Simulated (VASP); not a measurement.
A run of VASP 6.6.1 is set up as follows.

INCAR

```
SYSTEM = SrTiO3
PREC     = Accurate       ! precision mode
ENCUT    = 520            ! plane-wave cutoff, eV
EDIFF    = 1E-7           ! SCF threshold, eV
ISMEAR   = 0              ! smearing method
SIGMA    = 0.02           ! smearing width, eV
LREAL    = .FALSE.        ! projectors in reciprocal space
LASPH    = .TRUE.         ! aspherical terms in the spheres
NELM     = 80             ! most SCF steps
ALGO     = Normal         ! electronic algorithm
ISIF     = 2              ! what is computed and relaxed
LWAVE    = .FALSE.        ! write WAVECAR
LCHARG   = .TRUE.         ! write CHGCAR
GGA      = PE             ! functional
LELF     = .TRUE.         ! ELF
LVHAR    = .TRUE.       
NBANDS   = 28             ! bands
```

The input KPOINTS:

```
regular mesh
0
G
  8 8 8
  0 0 0
```

The input POSCAR:

```
SrTiO3
1.0
    3.9364226088      0.0000000000      0.0000000000
    0.0000000000      3.9364226088      0.0000000000
    0.0000000000      0.0000000000      3.9364226088
Sr Ti O
1 1 3
Direct
    0.0000000000      0.0000000000      0.0000000000
    0.5000000000      0.5000000000      0.5000000000
    0.5000000000      0.0000000000      0.5000000000
    0.5000000000      0.5000000000      0.0000000000
    0.0000000000      0.5000000000      0.5000000000
```

Potentials or basis: VASP PAW PBE potentials, release 64 (Sr_sv, Ti_sv, O).

Launch:

```console
$ cat potpaw_PBE.64/Sr_sv/POTCAR potpaw_PBE.64/Ti_sv/POTCAR potpaw_PBE.64/O/POTCAR > POTCAR
$ mpirun -np 1 vasp_std > vasp.out
```

Q: Predict the pressure.

A: 0.6 GPa.

Q: Estimate the band gap on the k mesh.

A: 1.81 eV, indirect (least direct gap 2.18 eV).

A k mesh can miss the band edges. A hybrid or GW would open this gap; PBE tends to underestimate it.
